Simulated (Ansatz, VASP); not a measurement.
**ZrC in VASP and in Ansatz**

POSCAR

```
ZrC
1.0
    2.9826370739      0.0000000000      0.0000000000
    0.0000000000      2.9826370739      0.0000000000
    0.0000000000      0.0000000000      2.9826370739
Zr C
1 1
Direct
    0.0000000000      0.0000000000      0.0000000000
    0.5000000000      0.5000000000      0.5000000000
```

File INCAR.step1:

```
PREC = Accurate
ENCUT = 660
ISMEAR = 0
SIGMA = 0.05
LREAL = F
LASPH = T
NELM = 120
NBANDS = 15
GGA = PE
ALGO = Normal
EDIFF = 1E-5
LWAVE = T
LCHARG = F
GGA_COMPAT = F
```

The input INCAR.step2:

```
PREC = Accurate
ENCUT = 660
EDIFF = 1E-6
ISMEAR = 0
SIGMA = 0.05
LREAL = F
LASPH = T
NELM = 120
ALGO = Normal
ISIF = 2
LWAVE = F
LCHARG = F
METAGGA = R2SCAN
LMIXTAU = T
NBANDS = 15
ISTART = 1
GGA_COMPAT = F
```

The input KPOINTS:

```
regular mesh
0
Gamma
  12 12 12
```

Input for Ansatz:

```yaml
crystal:
  lattice:
    - [2.9826370739, 0.0, 0.0]
    - [0.0, 2.9826370739, 0.0]
    - [0.0, 0.0, 2.9826370739]
  atoms:
    - { symbol: Zr, position: [0.0, 0.0, 0.0] }
    - { symbol: C, position: [0.5, 0.5, 0.5] }
basis:
  ecutwfc: 500
  ecutrho_ratio: 4
kpoints:
  mp_grid: { grid: [12, 12, 12] }
hamiltonian:
  xc: r2scan
scf:
  occupations: { method: gaussian, width: 0.05 }
output:
  forces: true
  stress: true
  eigenvalues: true
```

Alike in both runs: task single point; functional r2SCAN; k mesh 12 × 12 × 12; occupations gaussian, width 0.05 eV; no spin polarisation.

|  | VASP | Ansatz |
| --- | --- | --- |
| version | VASP 6.6.1 | Ansatz 0.2.0 |
| potentials or method | VASP PAW PBE potentials, release 64 (Zr_sv, C), cutoff 660 eV | scalar-relativistic, plane waves, PAW |
| valence electrons in the cell | 16 | 16 |

|  | VASP | Ansatz | Ansatz less VASP |
| --- | --- | --- | --- |
| pressure (GPa) | -11.8 | -11.8 | -0.01 |

VASP's potentials were made for PBE, not for r2SCAN. With one functional, cell and mesh, what is left measures potentials, basis and numerics.
